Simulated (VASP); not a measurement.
A run of VASP 6.6.1 is set up as follows.

INCAR

```
PREC = Accurate ; ENCUT = 520
EDIFF = 1E-6 ; ISMEAR = 0
SIGMA = 0.1 ; LREAL = F
LASPH = T ; NELM = 150
ALGO = Normal ; ISIF = 2
LWAVE = F ; LCHARG = F
ISPIN = 2 ; MAGMOM = 3 0 0 0 0
LORBIT = 11 ; LMAXMIX = 4
GGA = PE ; NBANDS = 24
```

Contents of KPOINTS:

```
regular mesh
0
Gamma
  6 6 4
```

The input POSCAR:

```
CoSi4
1.0
    4.1312654720      0.0000000032      0.0000000000
   -2.0656327388      3.5777808469      0.0000000000
    0.0000000000      0.0000000000      5.0208886660
Co Si
1 4
Direct
    0.0000000000      0.0000000000      0.5000000000
    0.3333333333      0.6666666667      0.7503907217
    0.3333333333      0.6666666667      0.2496092783
    0.6666666667      0.3333333333      0.2496092783
    0.6666666667      0.3333333333      0.7503907217
```

Potentials or basis: VASP PAW PBE potentials, release 64 (Co, Si).

Command:

```bash
$ cat potpaw_PBE.64/Co/POTCAR potpaw_PBE.64/Si/POTCAR > POTCAR
$ mpirun -np 1 vasp_std > vasp.out
```

Problem. Predict the pressure.

Solution. 0.5 GPa.

Problem. Predict the net moment.

Solution. 0.79 μB per cell.

Problem. Estimate the largest force.

Solution. 0.065 eV/Å.

Forces in eV/Å, atoms in the order of the input:
```
Co   0.000  0.000  0.000
Si   0.000  0.000  0.065
Si   0.000  0.000 -0.065
Si   0.000  0.000 -0.065
Si   0.000  0.000  0.065
```
